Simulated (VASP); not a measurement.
# Bi (Fm-3m) in VASP: single point with PBE

Aim: the single point of Bi with PBE.

All numbers are computed with VASP 6.6.1; they aren't measurements. Logs are shortened: lines on timing, memory, paths and dates and some standing lists are left out, and cuts for length are marked.

## Step 1: The cell of the first run

Symmetry: Fm-3m, No. 225, cubic system. The conventional cell has a = 5.290 Å, b = 5.290 Å, c = 5.290 Å, α = 90.00°, β = 90.00°, γ = 90.00°. Bi (site symmetry m-3m) has 12 Bi at 3.74 Å within 4.9 Å.

This isn't the form of Bi at room conditions, which is rhombohedral.

## Step 2: Single point, PBE (N replaced by Bi, lengths x 1.651, strained)

INCAR reads:

```
SYSTEM = Bi
ALGO     = Normal         ! electronic algorithm
EDIFF    = 1E-7           ! SCF threshold, eV
ENCUT    = 520            ! plane-wave cutoff, eV
GGA      = PE             ! functional
ISIF     = 2              ! what is computed and relaxed
ISMEAR   = 0              ! smearing method
LASPH    = .True.         ! aspherical terms in the spheres
LCHARG   = .False.        ! write CHGCAR
LREAL    = .False.        ! projectors in reciprocal space
LWAVE    = .False.        ! write WAVECAR
NBANDS   = 14             ! bands
NELM     = 100            ! most SCF steps
PREC     = Accurate       ! precision mode
SIGMA    = 0.1            ! smearing width, eV
```

KPOINTS reads:

```
k-points
0
Gamma
  14 14 14
  0 0 0
```

POSCAR reads:

```
Bi
1.0
    0.0000000000      2.6451078355      2.6451078355
    2.6451078355      0.0000000000      2.6451078355
    2.6451078355      2.6451078355      0.0000000000
Bi
1
Direct
    0.0000000000      0.0000000000      0.0000000000
```

Potentials or basis: VASP PAW PBE potentials, release 64 (Bi_d).

On the command line:

```sh
$ cat potpaw_PBE.64/Bi_d/POTCAR > POTCAR
$ mpirun -np 1 vasp_std > vasp.out
```

OUTCAR:

```text
SYSTEM = Bi
   EDIFF = 1E-7
   ENCUT = 520
   GGA = PE
   ISIF = 2
   ISMEAR = 0
   LASPH = .True.
   LREAL = .False.
   NELM = 100
   PREC = Accurate

 ion  position               nearest neighbor table
   1  0.000  0.000  0.000-

  LATTYP: Found a face centered cubic cell.
 ALAT       =     5.2902156710

  Lattice vectors:

 A1 = (   0.0000000000,   2.6451078355,   2.6451078355)
 A2 = (   2.6451078355,   0.0000000000,   2.6451078355)
 A3 = (   2.6451078355,   2.6451078355,   0.0000000000)

Analysis of symmetry for initial positions (statically):
=====================================================================
 Subroutine PRICEL returns:
 Original cell was already a primitive cell.

 Routine SETGRP: Setting up the symmetry group for a
 face centered cubic supercell.

 Subroutine GETGRP returns: Found 48 space group operations
 (whereof 48 operations were pure point group operations)
 out of a pool of 48 trial point group operations.

The static configuration has the point symmetry O_h .

Analysis of symmetry for dynamics (positions and initial velocities):
=====================================================================
 Subroutine PRICEL returns:
 Original cell was already a primitive cell.

 Routine SETGRP: Setting up the symmetry group for a
 face centered cubic supercell.

 Subroutine GETGRP returns: Found 48 space group operations
 (whereof 48 operations were pure point group operations)
 out of a pool of 48 trial point group operations.

The dynamic configuration has the point symmetry O_h .

 Subroutine INISYM returns: Found 48 space group operations
 (whereof 48 operations are pure point group operations),
 and found     1 'primitive' translations

----------------------------------------------------------------------------------------

                                     Primitive cell

  volume of cell :      37.0135

  direct lattice vectors                    reciprocal lattice vectors
     0.000000000  2.645107836  2.645107836    -0.189028210  0.189028210  0.189028210
     2.645107836  0.000000000  2.645107836     0.189028210 -0.189028210  0.189028210
     2.645107836  2.645107836  0.000000000     0.189028210  0.189028210 -0.189028210

  length of vectors
     3.740747375  3.740747375  3.740747375     0.327406464  0.327406464  0.327406464

  position of ions in fractional coordinates (direct lattice)
     0.000000000  0.000000000  0.000000000

  ion indices of the primitive-cell ions
   primitive index   ion index
                 1           1

----------------------------------------------------------------------------------------

 KPOINTS: k-points

Automatic generation of k-mesh.
 Grid dimensions read from file:
 generate k-points for:   14   14   14

 Generating k-lattice:

  Cartesian coordinates                     Fractional coordinates (reciprocal lattice)
    -0.013502015  0.013502015  0.013502015     0.071428571  0.000000000  0.000000000
     0.013502015 -0.013502015  0.013502015     0.000000000  0.071428571  0.000000000
     0.013502015  0.013502015 -0.013502015     0.000000000  0.000000000  0.071428571

  Length of vectors
     0.023386176  0.023386176  0.023386176

  Shift w.r.t. Gamma in fractional coordinates (k-lattice)
     0.000000000  0.000000000  0.000000000

 Subroutine IBZKPT returns following result:
 ===========================================

 Found    104 irreducible k-points:

 Following reciprocal coordinates:
            Coordinates               Weight
  0.000000  0.000000  0.000000      1.000000
  0.071429  0.000000  0.000000      8.000000
  0.142857  0.000000  0.000000      8.000000
  0.214286  0.000000  0.000000      8.000000
  0.285714  0.000000  0.000000      8.000000
  0.357143  0.000000  0.000000      8.000000
[... 16 lines left out ...]
  0.214286  0.142857  0.000000     24.000000
  0.285714  0.142857  0.000000     24.000000
 [... further k-points ...]
   k-points           NKPTS =    104   k-points in BZ     NKDIM =    104   number of bands    NBANDS=     14
   number of dos      NEDOS =    301   number of ions     NIONS =      1
   total plane-waves  NPLWV =  21952
   dimension x,y,z NGX =    28 NGY =   28 NGZ =   28
   dimension x,y,z NGXF=    56 NGYF=   56 NGZF=   56
   ions per type =               1
   NGX,Y,Z   is equivalent  to a cutoff of  12.44, 12.44, 12.44 a.u.
   NGXF,Y,Z  is equivalent  to a cutoff of  24.89, 24.89, 24.89 a.u.
 SYSTEM =  Bi
   PREC   = accura    normal or accurate (medium, high low for compatibility)
   ISTART =      0    job   : 0-new  1-cont  2-samecut
   ICHARG =      2    charge: 1-file 2-atom 10-const
   ISPIN  =      1    spin polarized calculation?
   LNONCOLLINEAR =      F non collinear calculations
   LSORBIT =      F    spin-orbit coupling
   LASPH  =      T    aspherical Exc in radial PAW
   ENCUT  =  520.0 eV  38.22 Ry    6.18 a.u.   6.96  6.96  6.96*2*pi/ulx,y,z
   NELM   =    100;   NELMIN=  2; NELMDL= -5     # of ELM steps
   EDIFF  = 0.1E-06   stopping-criterion for ELM
   LREAL  =      F    real-space projection
   EDIFFG = 0.1E-05   stopping-criterion for IOM
   NSW    =      0    number of steps for IOM
   IBRION =     -1    ionic relax: 0-MD 1-quasi-New 2-CG
   NFREE  =      0    steps in history (QN), initial steepest desc. (CG)
   ISIF   =      2    stress and relaxation
   ISYM   =      2    0-nonsym 1-usesym 2-fastsym
   POTIM  = 0.5000    time-step for ionic-motion
   TEBEG  =    0.0;   TEEND  =   0.0 temperature during run
   PSTRESS=    0.0 pullay stress
   NELECT =      15.0000    total number of electrons
   NUPDOWN=      -1.0000    fix difference up-down
   EMIN   =  10.00;   EMAX   =-10.00  energy-range for DOS
   EFERMI =   0.00;   METHOD = LEGACY
   ISMEAR =     0;   SIGMA  =   0.10  broadening in eV -4-tet -1-fermi 0-gaus
   EFERMI_NEDOS =   21; number of points for ismear=-14 and -15
   IALGO  =     38    algorithm
   IMIX   =      4    mixing-type and parameters
     AMIX     =   0.40;   BMIX     =  1.00
     AMIX_MAG =   1.60;   BMIX_MAG =  1.00
  volume/ion in A,a.u.               =      37.01       249.78
  Fermi-wavevector in a.u.,A,eV,Ry     =   1.211486  2.289377 19.969261  1.467699
  Thomas-Fermi vector in A             =   2.347000
   LORBIT       =      0    0 simple, 1 ext, 2 COOP (PROOUT), +10 PAW based schemes
   GGA     = PE    functional components
   LHFCALC =     F    Hartree Fock is set to
   AEXX    =    0.0000 exact exchange contribution
   IVDW    =     0    specifies the selected vdW correction
   LEPSILON=     F    determine dielectric tensor
   LRPA    =     F    only Hartree local field effects (RPA)
 non-spin polarized calculation
 Gauss-broadening in eV      SIGMA  =   0.10
  energy-cutoff  :      520.00
  volume of cell :       37.01
 maximum number of plane-waves:      1012
   NGX = 13   NGY = 13   NGZ = 13

 number of electron      14.9999997 magnetization

 Free energy of the ion-electron system (eV)
  ---------------------------------------------------
  ext. energy  EPLUGINS =         0.00000000
  ---------------------------------------------------
  free energy    TOTEN  =        -3.59995949 eV

  energy without entropy =       -3.59554840  energy(sigma->0) =       -3.59775394

 E-fermi :   6.0420     XC(G=0):  -9.4951

 val. band max:        6.0401450629   @ k =  -0.4286   0.5000   0.0714
 cond. band min:       6.0743766193   @ k =   0.4286   0.2857   0.1429
 fundamental gap:      0.0342315564
 Fermi energy:         6.0420243528

 k-point     1 :       0.0000    0.0000    0.0000
  band No.  band energies     occupation
      1     -17.0229      2.00000
      2     -17.0229      2.00000
      3     -17.0229      2.00000
      4     -16.9869      2.00000
      5     -16.9869      2.00000
      6      -6.5499      2.00000
      7       9.8672      0.00000
      8       9.8672      0.00000
      9       9.8672      0.00000
     10      12.9990      0.00000
     11      15.1113      0.00000
     12      15.9786      0.00000
     13      15.9786      0.00000
     14      15.9786      0.00000

 k-point     2 :       0.0714    0.0000    0.0000
  band No.  band energies     occupation
      1     -17.0224      2.00000
      2     -17.0207      2.00000
      3     -17.0207      2.00000
      4     -16.9868      2.00000
      5     -16.9868      2.00000
      6      -6.4805      2.00000
      7       8.9926      0.00000
      8       9.7895      0.00000
      9       9.7895      0.00000
     10      13.5347      0.00000
     11      14.6471      0.00000
     12      16.1255      0.00000
     13      16.1255      0.00000
     14      17.0435      0.00000

 k-point     3 :       0.1429    0.0000    0.0000
  band No.  band energies     occupation
      1     -17.0210      2.00000
      2     -17.0160      2.00000
      3     -17.0160      2.00000
      4     -16.9854      2.00000
      5     -16.9854      2.00000
      6      -6.2757      2.00000
      7       7.3771      0.00000
      8       9.5865      0.00000
      9       9.5865      0.00000
     10      13.4283      0.00000
     11      15.3678      0.00000
     12      16.4270      0.00000
     13      16.4270      0.00000
     14      17.3569      0.00000

 k-point     4 :       0.2143    0.0000    0.0000
  band No.  band energies     occupation
      1     -17.0191      2.00000
      2     -17.0130      2.00000
      3     -17.0130      2.00000
      4     -16.9793      2.00000
      5     -16.9793      2.00000
      6      -5.9476      2.00000
      7       5.7052      2.00000
      8       9.3235      0.00000
      9       9.3235      0.00000
     10      13.0030      0.00000
     11      16.3103      0.00000
     12      16.3103      0.00000
     13      16.4712      0.00000
     14      16.7208      0.00000

 k-point     5 :       0.2857    0.0000    0.0000
  band No.  band energies     occupation
      1     -17.0171      2.00000
      2     -17.0138      2.00000
      3     -17.0138      2.00000
      4     -16.9683      2.00000
      5     -16.9683      2.00000
      6      -5.5237      2.00000
      7       4.1710      2.00000
      8       9.0627      0.00000
      9       9.0627      0.00000
     10      12.6960      0.00000
     11      15.7215      0.00000
[... 276 lines left out ...]
 k-point    22 :       0.1429    0.1429    0.0000
  band No.  band energies     occupation
      1     -17.0302      2.00000
      2     -17.0065      2.00000
      3     -17.0065      2.00000
      4     -16.9943      2.00000
      5     -16.9800      2.00000
      6      -6.1839      2.00000
      7       7.6914      0.00000
      8       8.8487      0.00000
      9       8.8487      0.00000
     10      13.3233      0.00000
     11      14.6195      0.00000
     12      16.3898      0.00000
     13      17.5120      0.00000
     14      17.5120      0.00000

 k-point    23 :       0.2143    0.1429    0.0000
  band No.  band energies     occupation
      1     -17.0318      2.00000
      2     -17.0023      2.00000
      3     -17.0000      2.00000
      4     -16.9936      2.00000
      5     -16.9749      2.00000
      6      -5.9410      2.00000
      7       6.5598      0.00000
      8       8.4768      0.00000
      9       8.5695      0.00000
     10      13.1418      0.00000
     11      14.1106      0.00000
     12      16.4535      0.00000
     13      17.9750      0.00000
     14      18.4708      0.00000

 k-point    24 :       0.2857    0.1429    0.0000
  band No.  band energies     occupation
      1     -17.0302      2.00000
      2     -17.0053      2.00000
      3     -16.9983      2.00000
      4     -16.9844      2.00000
      5     -16.9650      2.00000
      6      -5.5862      2.00000
      7       5.1602      2.00000
      8       8.1864      0.00000
      9       8.2035      0.00000
     10      12.9989      0.00000
     11      14.1964      0.00000
     12      16.1986      0.00000
     13      17.7343      0.00000
     14      18.6388      0.00000

 [... further k-points ...]

------------------------ aborting loop because EDIFF is reached ----------------------------------------

  FORCE on cell =-STRESS in cart. coord.  units (eV):
  Direction    XX          YY          ZZ          XY          YZ          ZX
  --------------------------------------------------------------------------------------
  -------------------------------------------------------------------------------------
  Total       -1.2842944     -1.2842944     -1.2842944     -0.0000000      0.0000000     -0.0000000
  in kB      -55.5923482    -55.5923482    -55.5923482     -0.0000000      0.0000000     -0.0000000
  external PRESSURE =     -55.5923482 kB  Pullay stress =       0.0000000 kB

 VOLUME and BASIS-vectors are now :
 -----------------------------------------------------------------------------
  energy-cutoff  :      520.00
  volume of cell :       37.01
      direct lattice vectors                 reciprocal lattice vectors
     0.000000000  2.645107836  2.645107836    -0.189028210  0.189028210  0.189028210
     2.645107836  0.000000000  2.645107836     0.189028210 -0.189028210  0.189028210
     2.645107836  2.645107836  0.000000000     0.189028210  0.189028210 -0.189028210

 POSITION                                       TOTAL-FORCE (eV/Angst)
 -----------------------------------------------------------------------------------
      0.00000      0.00000      0.00000         0.000000      0.000000      0.000000
 -----------------------------------------------------------------------------------
    total drift:                               -0.000000     -0.000000     -0.000000

  FREE ENERGIE OF THE ION-ELECTRON SYSTEM (eV)
  ---------------------------------------------------
  free  energy   TOTEN  =        -3.5999594854 eV

  energy  without entropy=       -3.5955484013  energy(sigma->0) =       -3.59775394
```

Run time: 24 s. Hardware: 1 thread of Intel Xeon Platinum 8559C (Emerald Rapids), shared host; peak memory 0.19 GiB.

Results:

```yaml
Free_energy: -3.6000 eV
Pressure: -5.6 GPa
Band_gap_on_the_k_mesh: zero (an odd number of electrons rules out a gap without spin polarisation)
```

Levels at points of the mesh, in eV from the Fermi level:
| k point | band 5 | band 6 | band 7 | band 8 | band 9 | band 10 |
| --- | --- | --- | --- | --- | --- | --- |
| (0.00, 0.00, 0.00) | -23.03 | -12.59 | 3.83 | 3.83 | 3.83 | 6.96 |
| (0.50, 0.00, 0.00) | -22.99 | -10.55 | -4.37 | 2.62 | 2.62 | 6.35 |
| (0.50, 0.50, 0.00) | -22.98 | -9.80 | -3.71 | 0.29 | 0.29 | 3.92 |

Caveat: the cell differs from its parent crystal (N replaced by Bi, lengths x 1.651, strained); the cell stands under tension; spin-orbit coupling is left out, which moves the levels of the heavy elements.

The gap in the log of VASP goes by the Fermi energy; the results here count the filled bands.